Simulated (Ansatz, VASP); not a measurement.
# Bi: VASP beside Ansatz

```
Bi
1.0
     2.38665    1.37793    4.15170
    -2.38665    1.37793    4.15170
     0.00000   -2.75587    4.15170
Bi
2
Cartesian
  0.0000 0.0000 2.9131
  0.0000 0.0000 9.5420
```

Change from the starting cell: strain +0.050 along x and y, +0.050 along z, atoms carried along.

Alike in both runs: task single point; functional PBE; k mesh 12 × 12 × 12; occupations gaussian, width 0.15 eV; no spin polarisation.

```csv
,VASP,Ansatz
version,VASP 6.6.1,Ansatz 0.2.0
potentials or method,"VASP PAW PBE potentials, release 64 (Bi_d), cutoff 520 eV","scalar-relativistic, plane waves, PAW"
valence electrons in the cell,30,30
```

Ansatz gave:

| Quantity | Value |
| --- | --- |
| gap on the k mesh at the Fermi level (eV) | none |
| pressure (GPa) | -3.6 |
| traceless stress, the component that is largest in VASP (GPa) | 0.66 |
| rms of the force components (eV/Å) | 0.220 |

Question: Estimate VASP's values.

Answer: gap on the k mesh at the Fermi level (eV): none; pressure (GPa): -3.7; traceless stress, the component that is largest in VASP (GPa): 0.66; rms of the force components (eV/Å): 0.217.

Atom by atom the forces differ by 0.003 eV/Å (rms over components). A gap of «none» marks a metal or a gap that the smearing closes.

Spin-orbit coupling is off throughout.
